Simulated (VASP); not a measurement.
Input of a VASP 6.6.1 run:

Contents of INCAR:

```
SYSTEM = C
PREC = Accurate ; ENCUT = 600
EDIFF = 1E-6 ; ISMEAR = 0
SIGMA = 0.01 ; LREAL = .False.
LASPH = .True. ; NELM = 120
ALGO = Normal ; ISIF = 2
LWAVE = .False. ; LCHARG = .False.
GGA = PE ; NBANDS = 11
GGA_COMPAT = .False.
```

Contents of KPOINTS:

```
Automatic mesh
0
Gamma
  2 2 2
  0 0 0
```

POSCAR

```
C
1.0
    0.0000000000      1.7835000000      1.7835000000
    1.7835000000      0.0000000000      1.7835000000
    1.7835000000      1.7835000000      0.0000000000
C
2
Direct
    0.0000000000      0.0000000000      0.0000000000
    0.2230138700      0.1980138700      0.2572797700
```

Potentials or basis: VASP PAW PBE potentials, release 64 (C).

Command:

```console
$ cat potpaw_PBE.64/C/POTCAR > POTCAR
$ mpirun -np 1 vasp_std > vasp.out
```

**Question.** What does it give for the largest force?

**Answer.** 10.531 eV/Å.

**Question.** Estimate the pressure.

**Answer.** 46.7 GPa.

Stress tensor (GPa, compression positive):
```
48.40 28.77 12.09
28.77 52.10 18.28
12.09 18.28 39.73
```

Caveat: the k points lie up to 1.53 Å⁻¹ apart; forces of over 1 eV/Å act on the atoms, so gaps and moduli don't describe the material at rest.
